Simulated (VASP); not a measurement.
Set up this calculation in VASP 6.6.1, as the native input.

- Task: single point
- Functional: PBE
- Potentials or basis: VASP PAW PBE potentials, release 64 (Ti_sv, O)
- Cutoff: 520 eV
- k mesh: 10 × 10 × 10
- Occupations: fermi-dirac, width 0.02 eV
- Spin: no spin polarisation
- Dipole correction: no
- Further INCAR settings: ALGO = Normal; EDIFF = 1e-06; NBANDS = 33

The structure of TiO2 lies in POSCAR:

```
TiO2
1.0
   -1.8888988106      1.8888988106      4.8875498066
    1.8888988106     -1.8888988106      4.8875498066
    1.8888988106      1.8888988106     -4.8875498066
Ti O
2 4
Direct
    0.7500000000      0.2500000000      0.5000000000
    0.0000000000      0.0000000000      0.0000000000
    0.5450037532      0.0450037532      0.5000000000
    0.7950037532      0.7950037532      0.0000000000
    0.2049962468      0.2049962468      0.0000000000
    0.9549962468      0.4549962468      0.5000000000
```

This cell differs from its parent crystal: uniaxial z strain +2.0%.

One way to write it, as run:

INCAR

```
PREC = Accurate ; ENCUT = 520
EDIFF = 1E-6 ; ISMEAR = -1
SIGMA = 0.02 ; LREAL = False
LASPH = True ; NELM = 60
ALGO = Normal ; ISIF = 2
LWAVE = False ; LCHARG = False
GGA = PE ; NBANDS = 33
```

KPOINTS

```
Automatic mesh
0
Gamma
  10 10 10
```

Potentials or basis: VASP PAW PBE potentials, release 64 (Ti_sv, O).

Run with:

```bash
$ cat potpaw_PBE.64/Ti_sv/POTCAR potpaw_PBE.64/O/POTCAR > POTCAR
$ mpirun -np 1 vasp_std > vasp.out
```

It gave:

```
Pressure               : 2.0 GPa
Largest force          : 0.092 eV/Å
Band gap on the k mesh : 2.18 eV, indirect (least direct gap 2.45 eV)
```

Caveat: the cell differs from its parent crystal (uniaxial z strain +2.0%).

Wall time 7 min on 1 thread of Intel Xeon 6975P-C (shared host), peak memory 0.38 GiB.
